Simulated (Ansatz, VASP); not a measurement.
# MgAu in VASP and in Ansatz

File INCAR:

```
SYSTEM = MgAu
PREC = Accurate
ENCUT = 520
EDIFF = 1E-8
ISMEAR = -1
SIGMA = 0.05
LREAL = .False.
LASPH = .True.
NELM = 100
ALGO = Normal
ISIF = 2
LWAVE = .False.
LCHARG = .False.
LEFG = .True.
NBANDS = 14
```

KPOINTS

```
regular mesh
0
Gamma
  13 13 13
  0 0 0
```

Contents of POSCAR:

```
MgAu
1.0
    3.1924711283      0.0000000000      0.0000000000
    0.0000000000      3.1924711283      0.0000000000
    0.0000000000      0.0000000000      3.1924711283
Mg Au
1 1
Direct
    0.5000000000      0.5000000000      0.5000000000
    0.0000000000      0.0000000000      0.0000000000
```

Input for Ansatz:

```yaml
crystal:
  lattice:
    - [3.1924711283, 0.0, 0.0]
    - [0.0, 3.1924711283, 0.0]
    - [0.0, 0.0, 3.1924711283]
  atoms:
    - { symbol: Mg, position: [0.5, 0.5, 0.5] }
    - { symbol: Au, position: [0.0, 0.0, 0.0] }
kpoints:
  mp_grid: { grid: [13, 13, 13] }
scf:
  occupations: { method: fermi_dirac, width: 0.05 }
hamiltonian:
  xc: lda
  pseudopotentials: { kind: all_electron, datasets: crystal }
output:
  forces: true
  stress: true
  eigenvalues: true
  efg: { contact_densities: true }
```

Change from the starting cell: volume scaled by 0.94, crystal datasets.

Alike in both runs: task electric field gradients; functional LDA; k mesh 13 × 13 × 13; occupations fermi-dirac, width 0.05 eV; no spin polarisation.

|  | VASP | Ansatz |
| --- | --- | --- |
| version | VASP 6.6.1 | Ansatz 0.2.0 |
| potentials or method | VASP PAW LDA potentials, release 64 (Mg, Au), cutoff 520 eV | all-electron PAW with datasets made for the crystal, scalar-relativistic |

|  | VASP | Ansatz | Ansatz less VASP |
| --- | --- | --- | --- |
| pressure (GPa) | 2.2 | 2.6 | +0.41 |

LDA's correlation is that of Perdew and Zunger in VASP and of Perdew and Wang (1992) in Ansatz. Ansatz ran all-electron here, and VASP with PAW potentials.

Neither program's run includes spin-orbit coupling.
